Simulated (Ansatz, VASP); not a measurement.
**GaP in VASP and in Ansatz**

File INCAR:

```
PREC = Accurate ; ENCUT = 500
EDIFF = 1E-6 ; ISMEAR = 0
SIGMA = 0.1 ; LREAL = False
LASPH = True ; NELM = 120
ALGO = Normal ; ISIF = 2
LWAVE = False ; LCHARG = False
GGA = PE ; NBANDS = 16
GGA_COMPAT = False
```

KPOINTS

```
Automatic mesh
0
Gamma
  4 4 4
```

The input POSCAR:

```
GaP
1.0
    0.0000000000      2.7258124945      2.7258124945
    2.7258124945      0.0000000000      2.7258124945
    2.7258124945      2.7258124945      0.0000000000
Ga P
1 1
Direct
    0.9600000000      0.2820000000      0.3690000000
    1.2100000000      0.5320000000      0.6190000000
```

Input for Ansatz:

```yaml
crystal:
  lattice:
    - [0.0, 2.7258124945, 2.7258124945]
    - [2.7258124945, 0.0, 2.7258124945]
    - [2.7258124945, 2.7258124945, 0.0]
  atoms:
    - { symbol: Ga, position: [0.96, 0.282, 0.369] }
    - { symbol: P, position: [1.21, 0.532, 0.619] }
basis:
  ecutwfc: 420
kpoints:
  mp_grid: { grid: [4, 4, 4] }
hamiltonian:
  xc: pbe
scf:
  occupations: { method: gaussian, width: 0.1 }
  max_iter: 65
output:
  forces: true
  stress: true
  eigenvalues: true
```

Alike in both runs: task single point; functional PBE; k mesh 4 × 4 × 4; occupations gaussian, width 0.1 eV; no spin polarisation.

|  | VASP | Ansatz |
| --- | --- | --- |
| version | VASP 6.6.1 | Ansatz 0.2.0 |
| potentials or method | VASP PAW PBE potentials, release 64 (Ga_d, P), cutoff 500 eV | scalar-relativistic, plane waves, PAW |
| valence electrons in the cell | 18 | 18 |

```csv
,VASP,Ansatz,Ansatz less VASP
gap on the k mesh at the Fermi level (eV),1.63,1.63,0.000
least direct gap on the mesh (eV),1.81,1.81,+0.002
pressure (GPa),2.8,2.9,+0.09
```

With one functional, cell and mesh, what is left measures potentials, basis and numerics.

The k mesh is coarse, so the values compare programs but aren't converged.
